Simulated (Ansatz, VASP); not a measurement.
# One calculation of Sr, two programs

The input INCAR:

```
ALGO = Normal
EDIFF = 1E-6
ENCUT = 520
GGA = PE
ISIF = 2
ISMEAR = 0
LASPH = True
LCHARG = False
LREAL = False
LWAVE = False
NBANDS = 22
NELM = 100
PREC = Accurate
SIGMA = 0.1
```

Contents of KPOINTS:

```
k-points
0
Gamma
  6 6 4
```

POSCAR

```
Sr
1.0
    6.0617325665      0.0000000000      0.0000000000
   -3.0308662833      5.2496143935      0.0000000000
    0.0000000000      0.0000000000      5.1671573988
Sr
3
Direct
    0.3333333333      0.6666666667      0.5000000000
    0.0000000000      0.0000000000      0.0000000000
    0.6666666667      0.3333333333      0.5000000000
```

Input for Ansatz:

```yaml
crystal:
  lattice:
    - [6.0617325665, 0.0, 0.0]
    - [-3.0308662833, 5.2496143935, 0.0]
    - [0.0, 0.0, 5.1671573988]
  atoms:
    - { symbol: Sr, position: [0.3333333333, 0.6666666667, 0.5] }
    - { symbol: Sr, position: [0.0, 0.0, 0.0] }
    - { symbol: Sr, position: [0.6666666667, 0.3333333333, 0.5] }
basis:
  ecutwfc: 420
kpoints:
  mp_grid: { grid: [6, 6, 4] }
hamiltonian:
  xc: pbe
scf:
  occupations: { method: gaussian, width: 0.1 }
  lower_state_search: "off"
output:
  forces: true
  stress: true
  eigenvalues: true
```

Alike in both runs: task single point; functional PBE; k mesh 6 × 6 × 4; occupations gaussian, width 0.1 eV; no spin polarisation.

|  | VASP | Ansatz |
| --- | --- | --- |
| version | VASP 6.6.1 | Ansatz 0.2.0 |
| potentials or method | VASP PAW PBE potentials, release 64 (Sr_sv), cutoff 520 eV | scalar-relativistic, plane waves, PAW |
| valence electrons in the cell | 30 | 30 |

```tsv
	VASP	Ansatz	Ansatz less VASP
gap on the k mesh at the Fermi level (eV)	none	none	-
pressure (GPa)	0.9	0.9	-0.01
traceless stress, the component that is largest in VASP (GPa)	-3.63	-3.63	+0.003
```

A gap of «none» marks a metal or a gap that the smearing closes.
